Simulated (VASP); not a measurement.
# Li (Fm-3m) in VASP: a series of runs

Li is run at these levels: PBE; tasks: single point.

Program: VASP 6.6.1. These are calculated values, not measurements. Logs are shortened: lines on timing, memory, paths and dates and some standing lists are left out, and cuts for length are marked.

### Step 1. The cell of the first run

The structure is cubic, space group Fm-3m (No. 225). Conventional cell: a = 4.344 Å, b = 4.344 Å, c = 4.344 Å, α = 90.00°, β = 90.00°, γ = 90.00°. Li (site symmetry m-3m) has 12 Li at 3.07 Å within 4.0 Å.

This isn't the form of Li at room conditions, which is bcc.

### Step 2. Single point, PBE (20.50 Å³/atom)

INCAR reads:

```
SYSTEM = Li
PREC     = Accurate       ! precision mode
ENCUT    = 520            ! plane-wave cutoff, eV
EDIFF    = 1E-6           ! SCF threshold, eV
ISMEAR   = -1             ! smearing method
SIGMA    = 0.08           ! smearing width, eV
LREAL    = .False.        ! projectors in reciprocal space
LASPH    = .True.         ! aspherical terms in the spheres
NELM     = 60             ! most SCF steps
ALGO     = Normal         ! electronic algorithm
ISIF     = 2              ! what is computed and relaxed
LWAVE    = .False.        ! write WAVECAR
LCHARG   = .True.         ! write CHGCAR
GGA      = PE             ! functional
LELF     = .True.         ! ELF
LVHAR    = .True.       
NBANDS   = 8              ! bands
```

KPOINTS reads:

```
Automatic mesh
0
Gamma
  13 13 13
  0 0 0
```

POSCAR reads:

```
Li
1.0
    0.0000000000      2.1722395951      2.1722395951
    2.1722395951      0.0000000000      2.1722395951
    2.1722395951      2.1722395951      0.0000000000
Li
1
Direct
    0.0000000000      0.0000000000      0.0000000000
```

Potentials or basis: VASP PAW PBE potentials, release 64 (Li_sv).

Started as:

```console
> cat potpaw_PBE.64/Li_sv/POTCAR > POTCAR
> mpirun -np 1 vasp_std > vasp.out
```

OUTCAR:

```text
SYSTEM = Li
   PREC = Accurate
   ENCUT = 520
   EDIFF = 1E-6
   ISMEAR = -1
   LREAL = .False.
   LASPH = .True.
   NELM = 60
   ISIF = 2
   GGA = PE

 ion  position               nearest neighbor table
   1  0.000  0.000  0.000-

  LATTYP: Found a face centered cubic cell.
 ALAT       =     4.3444791902

  Lattice vectors:

 A1 = (   0.0000000000,   2.1722395951,   2.1722395951)
 A2 = (   2.1722395951,   0.0000000000,   2.1722395951)
 A3 = (   2.1722395951,   2.1722395951,   0.0000000000)

Analysis of symmetry for initial positions (statically):
=====================================================================
 Subroutine PRICEL returns:
 Original cell was already a primitive cell.

 Routine SETGRP: Setting up the symmetry group for a
 face centered cubic supercell.

 Subroutine GETGRP returns: Found 48 space group operations
 (whereof 48 operations were pure point group operations)
 out of a pool of 48 trial point group operations.

The static configuration has the point symmetry O_h .

Analysis of symmetry for dynamics (positions and initial velocities):
=====================================================================
 Subroutine PRICEL returns:
 Original cell was already a primitive cell.

 Routine SETGRP: Setting up the symmetry group for a
 face centered cubic supercell.

 Subroutine GETGRP returns: Found 48 space group operations
 (whereof 48 operations were pure point group operations)
 out of a pool of 48 trial point group operations.

The dynamic configuration has the point symmetry O_h .

 Subroutine INISYM returns: Found 48 space group operations
 (whereof 48 operations are pure point group operations),
 and found     1 'primitive' translations

----------------------------------------------------------------------------------------

                                     Primitive cell

  volume of cell :      20.5000

  direct lattice vectors                    reciprocal lattice vectors
     0.000000000  2.172239595  2.172239595    -0.230177187  0.230177187  0.230177187
     2.172239595  0.000000000  2.172239595     0.230177187 -0.230177187  0.230177187
     2.172239595  2.172239595  0.000000000     0.230177187  0.230177187 -0.230177187

  length of vectors
     3.072010696  3.072010696  3.072010696     0.398678583  0.398678583  0.398678583

  position of ions in fractional coordinates (direct lattice)
     0.000000000  0.000000000  0.000000000

  ion indices of the primitive-cell ions
   primitive index   ion index
                 1           1

----------------------------------------------------------------------------------------

 KPOINTS: Automatic mesh

Automatic generation of k-mesh.
 Grid dimensions read from file:
 generate k-points for:   13   13   13

 Generating k-lattice:

  Cartesian coordinates                     Fractional coordinates (reciprocal lattice)
    -0.017705937  0.017705937  0.017705937     0.076923077  0.000000000  0.000000000
     0.017705937 -0.017705937  0.017705937     0.000000000  0.076923077  0.000000000
     0.017705937  0.017705937 -0.017705937     0.000000000  0.000000000  0.076923077

  Length of vectors
     0.030667583  0.030667583  0.030667583

  Shift w.r.t. Gamma in fractional coordinates (k-lattice)
     0.000000000  0.000000000  0.000000000

 Subroutine IBZKPT returns following result:
 ===========================================

 Found     84 irreducible k-points:

 Following reciprocal coordinates:
            Coordinates               Weight
  0.000000  0.000000  0.000000      1.000000
  0.076923  0.000000  0.000000      8.000000
  0.153846  0.000000  0.000000      8.000000
  0.230769  0.000000  0.000000      8.000000
  0.307692  0.000000  0.000000      8.000000
  0.384615  0.000000  0.000000      8.000000
[... 16 lines left out ...]
  0.384615  0.153846  0.000000     24.000000
  0.461538  0.153846  0.000000     24.000000
 [... further k-points ...]
   k-points           NKPTS =     84   k-points in BZ     NKDIM =     84   number of bands    NBANDS=      8
   number of dos      NEDOS =    301   number of ions     NIONS =      1
   total plane-waves  NPLWV =  13824
   dimension x,y,z NGX =    24 NGY =   24 NGZ =   24
   dimension x,y,z NGXF=    48 NGYF=   48 NGZF=   48
   ions per type =               1
   NGX,Y,Z   is equivalent  to a cutoff of  12.99, 12.99, 12.99 a.u.
   NGXF,Y,Z  is equivalent  to a cutoff of  25.98, 25.98, 25.98 a.u.
 SYSTEM =  Li
   PREC   = accura    normal or accurate (medium, high low for compatibility)
   ISTART =      0    job   : 0-new  1-cont  2-samecut
   ICHARG =      2    charge: 1-file 2-atom 10-const
   ISPIN  =      1    spin polarized calculation?
   LNONCOLLINEAR =      F non collinear calculations
   LSORBIT =      F    spin-orbit coupling
   LASPH  =      T    aspherical Exc in radial PAW
   ENCUT  =  520.0 eV  38.22 Ry    6.18 a.u.   5.71  5.71  5.71*2*pi/ulx,y,z
   NELM   =     60;   NELMIN=  2; NELMDL= -5     # of ELM steps
   EDIFF  = 0.1E-05   stopping-criterion for ELM
   LREAL  =      F    real-space projection
   EDIFFG = 0.1E-04   stopping-criterion for IOM
   NSW    =      0    number of steps for IOM
   IBRION =     -1    ionic relax: 0-MD 1-quasi-New 2-CG
   NFREE  =      0    steps in history (QN), initial steepest desc. (CG)
   ISIF   =      2    stress and relaxation
   ISYM   =      2    0-nonsym 1-usesym 2-fastsym
   POTIM  = 0.5000    time-step for ionic-motion
   TEBEG  =    0.0;   TEEND  =   0.0 temperature during run
   PSTRESS=    0.0 pullay stress
   NELECT =       3.0000    total number of electrons
   NUPDOWN=      -1.0000    fix difference up-down
   EMIN   =  10.00;   EMAX   =-10.00  energy-range for DOS
   EFERMI =   0.00;   METHOD = LEGACY
   ISMEAR =    -1;   SIGMA  =   0.08  broadening in eV -4-tet -1-fermi 0-gaus
   EFERMI_NEDOS =   21; number of points for ismear=-14 and -15
   IALGO  =     38    algorithm
   IMIX   =      4    mixing-type and parameters
     AMIX     =   0.40;   BMIX     =  1.00
     AMIX_MAG =   1.60;   BMIX_MAG =  1.00
  volume/ion in A,a.u.               =      20.50       138.34
  Fermi-wavevector in a.u.,A,eV,Ry     =   0.862709  1.630283 10.126358  0.744266
  Thomas-Fermi vector in A             =   1.980551
   LORBIT       =      0    0 simple, 1 ext, 2 COOP (PROOUT), +10 PAW based schemes
   GGA     = PE    functional components
   LHFCALC =     F    Hartree Fock is set to
   AEXX    =    0.0000 exact exchange contribution
   IVDW    =     0    specifies the selected vdW correction
   LEPSILON=     F    determine dielectric tensor
   LRPA    =     F    only Hartree local field effects (RPA)
 non-spin polarized calculation
  energy-cutoff  :      520.00
  volume of cell :       20.50
 maximum number of plane-waves:       562
   NGX = 11   NGY = 11   NGZ = 11

 number of electron       2.9999997 magnetization

 Free energy of the ion-electron system (eV)
  ---------------------------------------------------
  ext. energy  EPLUGINS =         0.00000000
  ---------------------------------------------------
  free energy    TOTEN  =        -1.90930761 eV

  energy without entropy =       -1.89686304  energy(sigma->0) =       -1.90308533

 E-fermi :   0.6145     XC(G=0):  -7.0167

 val. band max:        0.5872990199   @ k =  -0.2308   0.3077   0.0769
 cond. band min:       0.6418469763   @ k =  -0.3846   0.1538   0.0000
 fundamental gap:      0.0545479564
 Fermi energy:         0.6144687595

 k-point     1 :       0.0000    0.0000    0.0000
  band No.  band energies     occupation
      1     -45.9542      2.00000
      2      -2.9520      2.00000
      3      14.8300      0.00000
      4      14.8301      0.00000
      5      14.8301      0.00000
      6      18.6971      0.00000
      7      18.6971      0.00000
      8      18.6971      0.00000

 k-point     2 :       0.0769    0.0000    0.0000
  band No.  band energies     occupation
      1     -45.9532      2.00000
      2      -2.8465      2.00000
      3      13.7083      0.00000
      4      14.5965      0.00000
      5      14.5966      0.00000
      6      17.9445      0.00000
      7      19.1119      0.00000
      8      19.1119      0.00000

 k-point     3 :       0.1538    0.0000    0.0000
  band No.  band energies     occupation
      1     -45.9505      2.00000
      2      -2.5306      2.00000
      3      11.4354      0.00000
      4      14.1254      0.00000
      5      14.1255      0.00000
      6      18.0058      0.00000
      7      19.8403      0.00000
      8      19.8403      0.00000

 k-point     4 :       0.2308    0.0000    0.0000
  band No.  band energies     occupation
      1     -45.9467      2.00000
      2      -2.0054      2.00000
      3       9.0717      0.00000
      4      13.6855      0.00000
      5      13.6855      0.00000
      6      18.3402      0.00000
      7      19.4088      0.00000
      8      19.4088      0.00000

 k-point     5 :       0.3077    0.0000    0.0000
  band No.  band energies     occupation
      1     -45.9427      2.00000
      2      -1.2810      2.00000
      3       6.8966      0.00000
      4      13.3740      0.00000
      5      13.3741      0.00000
      6      18.3024      0.00000
      7      18.3778      0.00000
      8      18.3778      0.00000

 k-point     6 :       0.3846    0.0000    0.0000
  band No.  band energies     occupation
      1     -45.9392      2.00000
      2      -0.4001      1.99999
      3       5.0272      0.00000
      4      13.1997      0.00000
      5      13.1998      0.00000
      6      17.5559      0.00000
      7      17.5559      0.00000
      8      17.9339      0.00000

 k-point     7 :       0.4615    0.0000    0.0000
  band No.  band energies     occupation
      1     -45.9373      2.00000
      2       0.4242      1.83036
      3       3.7029      0.00000
      4      13.1305      0.00000
      5      13.1306      0.00000
      6      17.1122      0.00000
      7      17.1122      0.00000
      8      17.6881      0.00000
[... 133 lines left out ...]
 k-point    20 :       0.1538    0.1538    0.0000
  band No.  band energies     occupation
      1     -45.9493      2.00000
      2      -2.3874      2.00000
      3      12.4408      0.00000
      4      12.4408      0.00000
      5      14.7183      0.00000
      6      14.9571      0.00000
      7      17.4570      0.00000
      8      22.0667      0.00000

 k-point    21 :       0.2308    0.1538    0.0000
  band No.  band energies     occupation
      1     -45.9464      2.00000
      2      -1.9978      2.00000
      3      10.7613      0.00000
      4      11.8185      0.00000
      5      14.3010      0.00000
      6      14.9683      0.00000
      7      16.4082      0.00000
      8      22.7954      0.00000

 k-point    22 :       0.3077    0.1538    0.0000
  band No.  band energies     occupation
      1     -45.9429      2.00000
      2      -1.3985      2.00000
      3       8.5485      0.00000
      4      11.4257      0.00000
      5      13.3566      0.00000
      6      14.8487      0.00000
      7      17.2117      0.00000
      8      22.1399      0.00000

 k-point    23 :       0.3846    0.1538    0.0000
  band No.  band energies     occupation
      1     -45.9393      2.00000
      2      -0.6012      2.00000
      3       6.4767      0.00000
      4      11.2774      0.00000
      5      12.3086      0.00000
      6      14.7376      0.00000
      7      18.7330      0.00000
      8      21.0636      0.00000

 k-point    24 :       0.4615    0.1538    0.0000
  band No.  band energies     occupation
      1     -45.9367      2.00000
      2       0.3330      1.94244
      3       4.7168      0.00000
      4      11.3766      0.00000
      5      11.4351      0.00000
      6      14.7827      0.00000
      7      20.1206      0.00000
      8      20.3821      0.00000

 [... further k-points ...]

------------------------ aborting loop because EDIFF is reached ----------------------------------------

  FORCE on cell =-STRESS in cart. coord.  units (eV):
  Direction    XX          YY          ZZ          XY          YZ          ZX
  --------------------------------------------------------------------------------------
  -------------------------------------------------------------------------------------
  Total       -0.0292083     -0.0292083     -0.0292083     -0.0000000     -0.0000000     -0.0000000
  in kB       -2.2827797     -2.2827797     -2.2827797     -0.0000000     -0.0000000     -0.0000000
  external PRESSURE =      -2.2827797 kB  Pullay stress =       0.0000000 kB

 VOLUME and BASIS-vectors are now :
 -----------------------------------------------------------------------------
  energy-cutoff  :      520.00
  volume of cell :       20.50
      direct lattice vectors                 reciprocal lattice vectors
     0.000000000  2.172239595  2.172239595    -0.230177187  0.230177187  0.230177187
     2.172239595  0.000000000  2.172239595     0.230177187 -0.230177187  0.230177187
     2.172239595  2.172239595  0.000000000     0.230177187  0.230177187 -0.230177187

 POSITION                                       TOTAL-FORCE (eV/Angst)
 -----------------------------------------------------------------------------------
      0.00000      0.00000      0.00000         0.000000      0.000000      0.000000
 -----------------------------------------------------------------------------------
    total drift:                                0.000000      0.000000     -0.000000

  FREE ENERGIE OF THE ION-ELECTRON SYSTEM (eV)
  ---------------------------------------------------
  free  energy   TOTEN  =        -1.9093076144 eV

  energy  without entropy=       -1.8968630431  energy(sigma->0) =       -1.90308533
```

Wall time 12 s (1 thread of Intel Xeon 8259CL, shared host); peak memory 0.13 GiB.

Results:

```yaml
Free_energy: -1.9093 eV
Band_gap_on_the_k_mesh: zero (an odd number of electrons rules out a gap without spin polarisation)
```

Caveat: the cutoff is under 1.25 times the usual one of these potentials, so pressure, stress and relaxed cells hold a basis-set (Pulay) error.

(Continued in part 2 of 2.)
